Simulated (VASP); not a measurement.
# Li (I4/mmm) in VASP: single point with PBEsol+D3(BJ)

Aim: the single point of Li with PBEsol+D3(BJ).

Program: VASP 6.6.1. These are calculated values, not measurements. Logs are shortened: lines on timing, memory, paths and dates and some standing lists are left out, and cuts for length are marked.

### Step 1. The cell of the first run

The structure is tetragonal, space group I4/mmm (No. 139). The conventional cell has a = 2.845 Å, b = 2.845 Å, c = 4.191 Å, α = 90.00°, β = 90.00°, γ = 90.00°. Li (site symmetry 4/mmm) has 12 Li at 2.84 to 2.90 Å within 3.7 Å.

### Step 2. Single point, PBEsol+D3(BJ)

Contents of INCAR:

```
SYSTEM = Li
PREC     = Accurate       ! precision mode
ENCUT    = 520            ! plane-wave cutoff, eV
EDIFF    = 1E-6           ! SCF threshold, eV
ISMEAR   = 0              ! smearing method
SIGMA    = 0.15           ! smearing width, eV
LREAL    = .FALSE.        ! projectors in reciprocal space
LASPH    = .TRUE.         ! aspherical terms in the spheres
NELM     = 100            ! most SCF steps
ALGO     = Fast           ! electronic algorithm
ISIF     = 2              ! what is computed and relaxed
LWAVE    = .FALSE.        ! write WAVECAR
LCHARG   = .FALSE.        ! write CHGCAR
GGA      = PS             ! functional
IVDW     = 12             ! dispersion correction
NBANDS   = 10             ! bands
```

Contents of KPOINTS:

```
Automatic mesh
0
G
  16 16 10
  0 0 0
```

Contents of POSCAR:

```
Li
1.0
    0.0000000000     -2.0116598259     -2.0954789853
    0.0000000000      2.0116598259     -2.0954789853
    4.0233196518      0.0000000000      0.0000000000
Li
2
Direct
    0.5000000000      0.5000000000      0.5000000000
    0.0000000000      0.0000000000      0.0000000000
```

Potentials or basis: VASP PAW PBE potentials, release 64 (Li_sv).

On the command line:

```bash
$ cat potpaw_PBE.64/Li_sv/POTCAR > POTCAR
$ mpirun -np 1 vasp_std > vasp.out
```

OUTCAR:

```text
SYSTEM = Li
   PREC = Accurate
   ENCUT = 520
   EDIFF = 1E-6
   ISMEAR = 0
   LREAL = .FALSE.
   LASPH = .TRUE.
   NELM = 100
   ISIF = 2
   GGA = PS
   IVDW = 12
 IVDW          = 12

 ion  position               nearest neighbor table
   1  0.500  0.500  0.500-
   2  0.000  0.000  0.000-

  LATTYP: Found a base centered orthorhombic cell.
 ALAT       =     4.0233196518
 B/A-ratio  =     1.0416666667
 C/A-ratio  =     1.0000000000

  Lattice vectors:

 A1 = (   0.0000000000,  -2.0116598259,   2.0954789853)
 A2 = (   0.0000000000,  -2.0116598259,  -2.0954789853)
 A3 = (   4.0233196518,   0.0000000000,   0.0000000000)

Analysis of symmetry for initial positions (statically):
=====================================================================
 Subroutine PRICEL returns following result:

  LATTYP: Found a body centered tetragonal cell.
 ALAT       =     2.8449166087
 C/A-ratio  =     1.4731391275

  Lattice vectors:

 A1 = (   2.0116598259,   0.0000000000,   2.0954789853)
 A2 = (  -2.0116598259,   0.0000000000,   2.0954789853)
 A3 = (  -0.0000000000,  -2.0116598259,  -2.0954789853)

   2 primitive cells build up your supercell.

 Routine SETGRP: Setting up the symmetry group for a
 base centered orthorhombic supercell.

 Subroutine GETGRP returns: Found  8 space group operations
 (whereof  8 operations were pure point group operations)
 out of a pool of  8 trial point group operations.

The static configuration has the point symmetry D_2h.

Analysis of symmetry for dynamics (positions and initial velocities):
=====================================================================
 Subroutine PRICEL returns following result:

  LATTYP: Found a body centered tetragonal cell.
 ALAT       =     2.8449166087
 C/A-ratio  =     1.4731391275

  Lattice vectors:

 A1 = (   2.0116598259,   0.0000000000,   2.0954789853)
 A2 = (  -2.0116598259,   0.0000000000,   2.0954789853)
 A3 = (  -0.0000000000,  -2.0116598259,  -2.0954789853)

   2 primitive cells build up your supercell.

 Routine SETGRP: Setting up the symmetry group for a
 base centered orthorhombic supercell.

 Subroutine GETGRP returns: Found  8 space group operations
 (whereof  8 operations were pure point group operations)
 out of a pool of  8 trial point group operations.

The dynamic configuration has the point symmetry D_2h.

 Subroutine INISYM returns: Found  8 space group operations
 (whereof  8 operations are pure point group operations),
 and found     2 'primitive' translations

----------------------------------------------------------------------------------------

                                     Primitive cell

  volume of cell :      16.9599

  direct lattice vectors                    reciprocal lattice vectors
     2.011659826  0.000000000  2.095478985     0.248550969 -0.248550969  0.238608931
    -2.011659826  0.000000000  2.095478985    -0.248550969 -0.248550969  0.238608931
    -0.000000000 -2.011659826 -2.095478985     0.000000000 -0.497101939  0.000000000

  length of vectors
     2.904790428  2.904790428  2.904790428     0.424840430  0.424840430  0.497101939

  position of ions in fractional coordinates (direct lattice)
     0.000000000  0.000000000  0.000000000

  ion indices of the primitive-cell ions
   primitive index   ion index
                 1           1

----------------------------------------------------------------------------------------

 KPOINTS: Automatic mesh

Automatic generation of k-mesh.
 Grid dimensions read from file:
 generate k-points for:   16   16   10

 Generating k-lattice:

  Cartesian coordinates                     Fractional coordinates (reciprocal lattice)
     0.000000000 -0.015534436 -0.014913058     0.062500000  0.000000000  0.000000000
     0.000000000  0.015534436 -0.014913058     0.000000000  0.062500000  0.000000000
     0.024855097  0.000000000  0.000000000     0.000000000  0.000000000  0.100000000

  Length of vectors
     0.021534112  0.021534112  0.024855097

  Shift w.r.t. Gamma in fractional coordinates (k-lattice)
     0.000000000  0.000000000  0.000000000

 Subroutine IBZKPT returns following result:
 ===========================================

 Found    438 irreducible k-points:

 Following reciprocal coordinates:
            Coordinates               Weight
  0.000000  0.000000  0.000000      1.000000
  0.062500  0.000000  0.000000      4.000000
  0.125000  0.000000  0.000000      4.000000
  0.187500  0.000000  0.000000      4.000000
  0.250000  0.000000  0.000000      4.000000
  0.312500  0.000000  0.000000      4.000000
[... 16 lines left out ...]
 -0.125000  0.062500  0.000000      4.000000
 -0.062500  0.062500  0.000000      2.000000
 [... further k-points ...]
   k-points           NKPTS =    438   k-points in BZ     NKDIM =    438   number of bands    NBANDS=     10
   number of dos      NEDOS =    301   number of ions     NIONS =      2
   total plane-waves  NPLWV =  17280
   dimension x,y,z NGX =    24 NGY =   24 NGZ =   30
   dimension x,y,z NGXF=    48 NGYF=   48 NGZF=   60
   ions per type =               2
   NGX,Y,Z   is equivalent  to a cutoff of  13.74, 13.74, 12.40 a.u.
   NGXF,Y,Z  is equivalent  to a cutoff of  27.47, 27.47, 24.79 a.u.
 SYSTEM =  Li
   PREC   = accura    normal or accurate (medium, high low for compatibility)
   ISTART =      0    job   : 0-new  1-cont  2-samecut
   ICHARG =      2    charge: 1-file 2-atom 10-const
   ISPIN  =      1    spin polarized calculation?
   LNONCOLLINEAR =      F non collinear calculations
   LSORBIT =      F    spin-orbit coupling
   LASPH  =      T    aspherical Exc in radial PAW
   ENCUT  =  520.0 eV  38.22 Ry    6.18 a.u.   5.40  5.40  7.48*2*pi/ulx,y,z
   NELM   =    100;   NELMIN=  2; NELMDL= -5     # of ELM steps
   EDIFF  = 0.1E-05   stopping-criterion for ELM
   LREAL  =      F    real-space projection
   EDIFFG = 0.1E-04   stopping-criterion for IOM
   NSW    =      0    number of steps for IOM
   IBRION =     -1    ionic relax: 0-MD 1-quasi-New 2-CG
   NFREE  =      0    steps in history (QN), initial steepest desc. (CG)
   ISIF   =      2    stress and relaxation
   ISYM   =      2    0-nonsym 1-usesym 2-fastsym
   POTIM  = 0.5000    time-step for ionic-motion
   TEBEG  =    0.0;   TEEND  =   0.0 temperature during run
   PSTRESS=    0.0 pullay stress
   NELECT =       6.0000    total number of electrons
   NUPDOWN=      -1.0000    fix difference up-down
   EMIN   =  10.00;   EMAX   =-10.00  energy-range for DOS
   EFERMI =   0.00;   METHOD = LEGACY
   ISMEAR =     0;   SIGMA  =   0.15  broadening in eV -4-tet -1-fermi 0-gaus
   EFERMI_NEDOS =   21; number of points for ismear=-14 and -15
   IALGO  =     68    algorithm
   IMIX   =      4    mixing-type and parameters
     AMIX     =   0.40;   BMIX     =  1.00
     AMIX_MAG =   1.60;   BMIX_MAG =  1.00
  volume/ion in A,a.u.               =      16.96       114.45
  Fermi-wavevector in a.u.,A,eV,Ry     =   0.918984  1.736627 11.490541  0.844531
  Thomas-Fermi vector in A             =   2.044127
   LORBIT       =      0    0 simple, 1 ext, 2 COOP (PROOUT), +10 PAW based schemes
   GGA     = PS    functional components
   LHFCALC =     F    Hartree Fock is set to
   AEXX    =    0.0000 exact exchange contribution
   IVDW    =    12    specifies the selected vdW correction
   LEPSILON=     F    determine dielectric tensor
   LRPA    =     F    only Hartree local field effects (RPA)
 non-spin polarized calculation
 RMM-DIIS sequential band-by-band and
 Gauss-broadening in eV      SIGMA  =   0.15
  energy-cutoff  :      520.00
  volume of cell :       33.92
 maximum number of plane-waves:       936
 NGX is ok and might be reduce to    24
   NGX = 11   NGY = 11   NGZ = 15

 number of electron       5.9999978 magnetization

 Free energy of the ion-electron system (eV)
  ---------------------------------------------------
  ext. energy  EPLUGINS =         0.00000000
  ---------------------------------------------------
  free energy    TOTEN  =        -3.88219467 eV

  energy without entropy =       -3.87225105  energy(sigma->0) =       -3.87722286

 E-fermi :   1.1478     XC(G=0):  -7.4680

 val. band max:        1.1473352417   @ k =   0.5000   0.1250   0.3000
 cond. band min:       1.1516442436   @ k =   0.4375   0.1250   0.5000
 fundamental gap:      0.0043090018
 Fermi energy:         1.1477841504

 k-point     1 :       0.0000    0.0000    0.0000
  band No.  band energies     occupation
      1     -44.4657      2.00000
      2     -44.4131      2.00000
      3      -2.6104      2.00000
      4       3.0247      0.00000
      5       6.7398      0.00000
      6      10.3456      0.00000
      7      10.5623      0.00000
      8      12.8046      0.00000
      9      17.4216      0.00000
     10      17.4517      0.00000

 k-point     2 :       0.0625    0.0000    0.0000
  band No.  band energies     occupation
      1     -44.4646      2.00000
      2     -44.4132      2.00000
      3      -2.5616      2.00000
      4       3.0933      0.00000
      5       6.6666      0.00000
      6       9.7875      0.00000
      7      10.5221      0.00000
      8      13.6353      0.00000
      9      16.9555      0.00000
     10      17.0274      0.00000

 k-point     3 :       0.1250    0.0000    0.0000
  band No.  band energies     occupation
      1     -44.4618      2.00000
      2     -44.4134      2.00000
      3      -2.4163      2.00000
      4       3.2989      0.00000
      5       6.3266      0.00000
      6       8.9390      0.00000
      7      10.7082      0.00000
      8      15.0384      0.00000
      9      15.7493      0.00000
     10      16.1371      0.00000

 k-point     4 :       0.1875    0.0000    0.0000
  band No.  band energies     occupation
      1     -44.4574      2.00000
      2     -44.4139      2.00000
      3      -2.1733      2.00000
      4       3.6414      0.00000
      5       5.5439      0.00000
      6       8.6038      0.00000
      7      11.0290      0.00000
      8      14.2377      0.00000
      9      15.1310      0.00000
     10      16.2311      0.00000

 k-point     5 :       0.2500    0.0000    0.0000
  band No.  band energies     occupation
      1     -44.4519      2.00000
      2     -44.4148      2.00000
      3      -1.8316      2.00000
      4       4.1206      0.00000
      5       4.4905      0.00000
      6       8.7086      0.00000
      7      11.4751      0.00000
      8      12.6871      0.00000
      9      14.1394      0.00000
     10      16.9622      0.00000

 k-point     6 :       0.3125    0.0000    0.0000
  band No.  band energies     occupation
      1     -44.4456      2.00000
      2     -44.4165      2.00000
      3      -1.3899      2.00000
      4       3.3963      0.00000
      5       4.7359      0.00000
      6       9.0459      0.00000
      7      11.1980      0.00000
      8      12.0399      0.00000
      9      13.2018      0.00000
     10      16.8308      0.00000
[... 183 lines left out ...]
 k-point    21 :      -0.2500    0.0625    0.0000
  band No.  band energies     occupation
      1     -44.4508      2.00000
      2     -44.4151      2.00000
      3      -1.7651      2.00000
      4       4.2118      0.00000
      5       4.5096      0.00000
      6       8.3109      0.00000
      7      11.4132      0.00000
      8      12.6623      0.00000
      9      13.9869      0.00000
     10      17.3844      0.00000

 k-point    22 :      -0.1875    0.0625    0.0000
  band No.  band energies     occupation
      1     -44.4564      2.00000
      2     -44.4141      2.00000
      3      -2.1118      2.00000
      4       3.7270      0.00000
      5       5.5726      0.00000
      6       8.1469      0.00000
      7      11.0342      0.00000
      8      14.1760      0.00000
      9      14.9369      0.00000
     10      16.8843      0.00000

 k-point    23 :      -0.1250    0.0625    0.0000
  band No.  band energies     occupation
      1     -44.4607      2.00000
      2     -44.4135      2.00000
      3      -2.3593      2.00000
      4       3.3789      0.00000
      5       6.3315      0.00000
      6       8.4496      0.00000
      7      10.7386      0.00000
      8      15.5923      0.00000
      9      15.6896      0.00000
     10      15.8822      0.00000

 k-point    24 :      -0.0625    0.0625    0.0000
  band No.  band energies     occupation
      1     -44.4636      2.00000
      2     -44.4133      2.00000
      3      -2.5092      2.00000
      4       3.1675      0.00000
      5       6.6073      0.00000
      6       9.2728      0.00000
      7      10.5242      0.00000
      8      14.3753      0.00000
      9      16.5906      0.00000
     10      16.6863      0.00000

 [... further k-points ...]

------------------------ aborting loop because EDIFF is reached ----------------------------------------

 Edisp (eV)   -0.35869

 E8    (eV) :    -0.2299

  FORCE on cell =-STRESS in cart. coord.  units (eV):
  Direction    XX          YY          ZZ          XY          YZ          ZX
  --------------------------------------------------------------------------------------
  -------------------------------------------------------------------------------------
  Total       0.31727     0.27364     0.23174     0.00000    -0.00000     0.00000
  in kB      14.98594    12.92510    10.94588     0.00000    -0.00000     0.00000
  external pressure =       12.95 kB  Pullay stress =        0.00 kB

 VOLUME and BASIS-vectors are now :
 -----------------------------------------------------------------------------
  energy-cutoff  :      520.00
  volume of cell :       33.92
      direct lattice vectors                 reciprocal lattice vectors
     0.000000000 -2.011659826 -2.095478985     0.000000000 -0.248550969 -0.238608931
     0.000000000  2.011659826 -2.095478985     0.000000000  0.248550969 -0.238608931
     4.023319652  0.000000000  0.000000000     0.248550969  0.000000000  0.000000000

 POSITION                                       TOTAL-FORCE (eV/Angst)
 -----------------------------------------------------------------------------------
      2.01166      0.00000     -2.09548         0.000000     -0.000000     -0.000000
      0.00000      0.00000      0.00000        -0.000000      0.000000      0.000000
 -----------------------------------------------------------------------------------
    total drift:                               -0.000000      0.000000     -0.000000

  FREE ENERGIE OF THE ION-ELECTRON SYSTEM (eV)
  ---------------------------------------------------
  free  energy   TOTEN  =        -4.2408851491 eV

  energy  without entropy=       -4.2309415309  energy(sigma->0) =       -4.23591334
```

It took 1.7 min on 1 thread of Intel Xeon Platinum 8175M at 2.50GHz (Skylake/Cascade Lake), shared host; peak memory 0.23 GiB.

What came out:

```yaml
Free_energy: -4.2409 eV
Band_gap_on_the_k_mesh: zero (band 3 reaches 4.72 eV, above the bottom of band 4 at -0.96 eV)
Dispersion_energy_per_atom: -0.179 eV
```

Levels at points of the mesh, in eV from the Fermi level:
| k point | band 1 | band 2 | band 3 | band 4 | band 5 | band 6 | band 7 | band 8 |
| --- | --- | --- | --- | --- | --- | --- | --- | --- |
| (0.00, 0.00, 0.00) | -45.61 | -45.56 | -3.76 | 1.88 | 5.59 | 9.20 | 9.41 | 11.66 |
| (0.50, 0.00, 0.00) | -45.58 | -45.58 | -0.60 | -0.60 | 6.24 | 6.24 | 9.63 | 9.63 |
| (0.50, 0.50, 0.00) | -45.57 | -45.56 | 1.29 | 1.88 | 5.04 | 5.59 | 9.20 | 9.41 |
| (0.00, 0.00, 0.50) | -45.59 | -45.59 | -2.11 | -2.11 | 11.38 | 11.38 | 11.58 | 11.58 |
| (0.50, 0.00, 0.50) | -45.57 | -45.57 | -0.09 | -0.09 | 3.59 | 3.59 | 13.86 | 13.86 |
| (0.50, 0.50, 0.50) | -45.56 | -45.56 | 3.57 | 3.57 | 4.16 | 4.16 | 4.76 | 4.76 |

Caveat: the cutoff is under 1.25 times the usual one of these potentials, so pressure, stress and relaxed cells hold a basis-set (Pulay) error; the PAW data sets were made with another functional, which shifts forces and pressure a little; pairwise dispersion overbinds metals, which lowers pressure and volume.
